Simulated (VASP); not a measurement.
# Ga3AsP2 (P6_3mc) in VASP: single point with PBE

Aim: the single point of Ga3AsP2 with PBE.

Everything below comes from runs of VASP 6.6.1. Logs are shortened: lines on timing, memory, paths and dates and some standing lists are left out, and cuts for length are marked.

### Step 1. The cell of the first run

It takes space group P6_3mc (No. 186, hexagonal). The conventional cell has a = 3.936 Å, b = 3.936 Å, c = 19.469 Å, α = 90.00°, β = 90.00°, γ = 120.00°. Ga (site symmetry 3m) has 3 P at 2.40 Å and 1 As at 2.49 Å within 3.2 Å. Ga (site symmetry 3m) has 4 P at 2.40 Å within 3.2 Å. Within 3.2 Å of Ga (site symmetry 3m) lie 1 P at 2.39 Å and 3 As at 2.44 Å. Within 3.2 Å of P (site symmetry 3m) lie 4 Ga at 2.39 to 2.40 Å. Within 3.2 Å of P (site symmetry 3m) lie 4 Ga at 2.40 Å. Within 3.2 Å of As (site symmetry 3m) lie 4 Ga at 2.44 to 2.49 Å.

### Step 2. Single point, PBE

INCAR

```
PREC = Accurate
ENCUT = 520
EDIFF = 1E-7
ISMEAR = 0
SIGMA = 0.01
LREAL = F
LASPH = T
NELM = 100
ALGO = Normal
ISIF = 2
LWAVE = F
LCHARG = T
GGA = PE
LELF = T
LVHAR = T
NBANDS = 66
```

KPOINTS

```
regular mesh
0
Gamma
  12 12 2
```

POSCAR

```
Ga3AsP2
1.0
    3.9361228529      0.0000000000      0.0000000000
   -1.9680614265      3.4087823831      0.0000000000
    0.0000000000      0.0000000000     19.4693344776
Ga P As
6 4 2
Direct
    0.3333333333      0.6666666667      0.3299566591
    0.3333333333      0.6666666667      0.6666554462
    0.3333333333      0.6666666667      0.0034564178
    0.6666666667      0.3333333333      0.1666554462
    0.6666666667      0.3333333333      0.5034564178
    0.6666666667      0.3333333333      0.8299566591
    0.3333333333      0.6666666667      0.1263143663
    0.3333333333      0.6666666667      0.7898862216
    0.6666666667      0.3333333333      0.2898862216
    0.6666666667      0.3333333333      0.6263143663
    0.3333333333      0.6666666667      0.4577308890
    0.6666666667      0.3333333333      0.9577308890
```

Potentials or basis: VASP PAW PBE potentials, release 64 (Ga_d, P, As).

Command:

```console
cat potpaw_PBE.64/Ga_d/POTCAR potpaw_PBE.64/P/POTCAR potpaw_PBE.64/As/POTCAR > POTCAR
mpirun -np 1 vasp_std > vasp.out
```

OUTCAR:

```text
PREC = Accurate
   ENCUT = 520
   EDIFF = 1E-7
   ISMEAR = 0
   LREAL = F
   LASPH = T
   NELM = 100
   ISIF = 2
   GGA = PE

 ion  position               nearest neighbor table
   1  0.333  0.667  0.330-   9 2.40   9 2.40   9 2.40  11 2.49
   2  0.333  0.667  0.667-   8 2.40  10 2.40  10 2.40  10 2.40
   3  0.333  0.667  0.003-   7 2.39  12 2.44  12 2.44  12 2.44
   4  0.667  0.333  0.167-   9 2.40   7 2.40   7 2.40   7 2.40
   5  0.667  0.333  0.503-  10 2.39  11 2.44  11 2.44  11 2.44
   6  0.667  0.333  0.830-   8 2.40   8 2.40   8 2.40  12 2.49
   7  0.333  0.667  0.126-   3 2.39   4 2.40   4 2.40   4 2.40
   8  0.333  0.667  0.790-   2 2.40   6 2.40   6 2.40   6 2.40
   9  0.667  0.333  0.290-   4 2.40   1 2.40   1 2.40   1 2.40
  10  0.667  0.333  0.626-   5 2.39   2 2.40   2 2.40   2 2.40
  11  0.333  0.667  0.458-   5 2.44   5 2.44   5 2.44   1 2.49
  12  0.667  0.333  0.958-   3 2.44   3 2.44   3 2.44   6 2.49

  LATTYP: Found a hexagonal cell.
 ALAT       =     3.9361228529
 C/A-ratio  =     4.9463228678

  Lattice vectors:

 A1 = (   3.9361228529,   0.0000000000,   0.0000000000)
 A2 = (  -1.9680614265,   3.4087823831,   0.0000000000)
 A3 = (   0.0000000000,   0.0000000000,  19.4693344776)

Analysis of symmetry for initial positions (statically):
=====================================================================
 Subroutine PRICEL returns:
 Original cell was already a primitive cell.

 Routine SETGRP: Setting up the symmetry group for a
 hexagonal supercell.

 Subroutine GETGRP returns: Found 12 space group operations
 (whereof  6 operations were pure point group operations)
 out of a pool of 24 trial point group operations.

The static configuration has the point symmetry C_3v.
 The point group associated with its full space group is C_6v.

Analysis of symmetry for dynamics (positions and initial velocities):
=====================================================================
 Subroutine PRICEL returns:
 Original cell was already a primitive cell.

 Routine SETGRP: Setting up the symmetry group for a
 hexagonal supercell.

 Subroutine GETGRP returns: Found 12 space group operations
 (whereof  6 operations were pure point group operations)
 out of a pool of 24 trial point group operations.

The dynamic configuration has the point symmetry C_3v.
[... 128 lines left out ...]
   POTIM  = 0.5000    time-step for ionic-motion
   TEBEG  =    0.0;   TEEND  =   0.0 temperature during run
   PSTRESS=    0.0 pullay stress
   NELECT =     108.0000    total number of electrons
   NUPDOWN=      -1.0000    fix difference up-down
   EMIN   =  10.00;   EMAX   =-10.00  energy-range for DOS
   EFERMI =   0.00;   METHOD = LEGACY
   ISMEAR =     0;   SIGMA  =   0.01  broadening in eV -4-tet -1-fermi 0-gaus
   EFERMI_NEDOS =   21; number of points for ismear=-14 and -15
   IALGO  =     38    algorithm
   IMIX   =      4    mixing-type and parameters
     AMIX     =   0.40;   BMIX     =  1.00
     AMIX_MAG =   1.60;   BMIX_MAG =  1.00
  volume/ion in A,a.u.               =      21.77       146.90
  Fermi-wavevector in a.u.,A,eV,Ry     =   1.219578  2.304669 20.236919  1.487372
  Thomas-Fermi vector in A             =   2.354826
   LORBIT       =      0    0 simple, 1 ext, 2 COOP (PROOUT), +10 PAW based schemes
   GGA     = PE    functional components
   LHFCALC =     F    Hartree Fock is set to
   AEXX    =    0.0000 exact exchange contribution
   IVDW    =     0    specifies the selected vdW correction
   LEPSILON=     F    determine dielectric tensor
   LRPA    =     F    only Hartree local field effects (RPA)
 non-spin polarized calculation
 Gauss-broadening in eV      SIGMA  =   0.01
  energy-cutoff  :      520.00
  volume of cell :      261.23
 maximum number of plane-waves:      7099
 NGX is ok and might be reduce to    30
   NGX = 15   NGY = 15   NGZ = 73

 number of electron     108.0000056 magnetization

 Free energy of the ion-electron system (eV)
  ---------------------------------------------------
  ext. energy  EPLUGINS =         0.00000000
  ---------------------------------------------------
  free energy    TOTEN  =       -52.82401854 eV

  energy without entropy =      -52.82401854  energy(sigma->0) =      -52.82401854

 E-fermi :   4.3412     XC(G=0):  -9.5851

 val. band max:        4.2667593825   @ k =   0.0000   0.0000   0.0000
 cond. band min:       5.1571704140   @ k =   0.0000   0.0000   0.0000
 fundamental gap:      0.8904110315
 Fermi energy:         4.3412260532

 k-point     1 :       0.0000    0.0000    0.0000
  band No.  band energies     occupation
      1     -10.6519      2.00000
      2     -10.6495      2.00000
      3     -10.6120      2.00000
      4     -10.6087      2.00000
      5     -10.5930      2.00000
      6     -10.5930      2.00000
[... 1645 lines left out ...]
     65       9.0318      0.00000
     66       9.0513      0.00000

 [... further k-points ...]

------------------------ aborting loop because EDIFF is reached ----------------------------------------

  FORCE on cell =-STRESS in cart. coord.  units (eV):
  Direction    XX          YY          ZZ          XY          YZ          ZX
  --------------------------------------------------------------------------------------
  -------------------------------------------------------------------------------------
  Total        0.1024812      0.1024812      0.1073771     -0.0000000      0.0000000      0.0000000
  in kB        0.6285440      0.6285440      0.6585720     -0.0000000      0.0000000      0.0000000
  external PRESSURE =       0.6385533 kB  Pullay stress =       0.0000000 kB

 VOLUME and BASIS-vectors are now :
 -----------------------------------------------------------------------------
  energy-cutoff  :      520.00
  volume of cell :      261.23
      direct lattice vectors                 reciprocal lattice vectors
     3.936122853  0.000000000  0.000000000     0.254057111  0.146679941  0.000000000
    -1.968061427  3.408782383  0.000000000     0.000000000  0.293359883  0.000000000
     0.000000000  0.000000000 19.469334478     0.000000000  0.000000000  0.051362824

 POSITION                                       TOTAL-FORCE (eV/Angst)
 -----------------------------------------------------------------------------------
     -0.00000      2.27252      6.42404        -0.000000     -0.000000     -0.012352
     -0.00000      2.27252     12.97934        -0.000000      0.000000      0.001749
     -0.00000      2.27252      0.06729        -0.000000     -0.000000      0.014677
      1.96806      1.13626      3.24467         0.000000     -0.000000      0.001749
      1.96806      1.13626      9.80196         0.000000      0.000000      0.014677
      1.96806      1.13626     16.15870         0.000000      0.000000     -0.012352
     -0.00000      2.27252      2.45926        -0.000000      0.000000     -0.000059
     -0.00000      2.27252     15.37856         0.000000     -0.000000     -0.002602
      1.96806      1.13626      5.64389        -0.000000     -0.000000     -0.002602
      1.96806      1.13626     12.19392         0.000000     -0.000000     -0.000059
     -0.00000      2.27252      8.91172        -0.000000     -0.000000     -0.001413
      1.96806      1.13626     18.64638         0.000000     -0.000000     -0.001413
 -----------------------------------------------------------------------------------
    total drift:                               -0.000001     -0.000001      0.001612

  FREE ENERGIE OF THE ION-ELECTRON SYSTEM (eV)
  ---------------------------------------------------
  free  energy   TOTEN  =       -52.8240185423 eV

  energy  without entropy=      -52.8240185423  energy(sigma->0) =      -52.82401854
```

OSZICAR:

```text
N       E                     dE             d eps       ncg     rms          rms(c)
DAV:   1     0.107943249264E+04    0.10794E+04   -0.47508E+04  5498   0.237E+03
DAV:   2     0.158144030836E+03   -0.92129E+03   -0.88635E+03  5184   0.672E+02
DAV:   3    -0.377398999465E+02   -0.19588E+03   -0.18569E+03  6082   0.201E+02
[... 10 lines left out ...]
DAV:  14    -0.528240082922E+02   -0.90612E-05   -0.30342E-05  6340   0.598E-02    0.668E-03
DAV:  15    -0.528240176276E+02   -0.93355E-05   -0.20167E-05  5516   0.343E-02    0.461E-03
DAV:  16    -0.528240181338E+02   -0.50619E-06   -0.33661E-06  7548   0.132E-02    0.380E-03
DAV:  17    -0.528240183192E+02   -0.18541E-06   -0.41754E-07  5124   0.679E-03    0.162E-03
DAV:  18    -0.528240185503E+02   -0.23102E-06   -0.15086E-07  3646   0.298E-03    0.612E-04
DAV:  19    -0.528240185423E+02    0.79417E-08   -0.81164E-08  3284   0.205E-03
   1 F= -.52824019E+02 E0= -.52824019E+02  d E =-.323484E-28
```

Run time: 17 min. Hardware: 1 thread of Oxide Virtual Turin-like, shared host; peak memory 0.66 GiB.

What came out:

- Free energy: -52.8240 eV
- Pressure: 0.1 GPa
- Largest force: 0.015 eV/Å
- Band gap on the k mesh: 0.89 eV

Forces on the atoms (eV/Å):
```
Ga   0.000  0.000 -0.012
Ga   0.000  0.000  0.002
Ga   0.000  0.000  0.015
Ga   0.000  0.000  0.002
Ga   0.000  0.000  0.015
Ga   0.000  0.000 -0.012
P    0.000  0.000  0.000
P    0.000  0.000 -0.003
P    0.000  0.000 -0.003
P    0.000  0.000  0.000
As   0.000  0.000 -0.001
As   0.000  0.000 -0.001
```
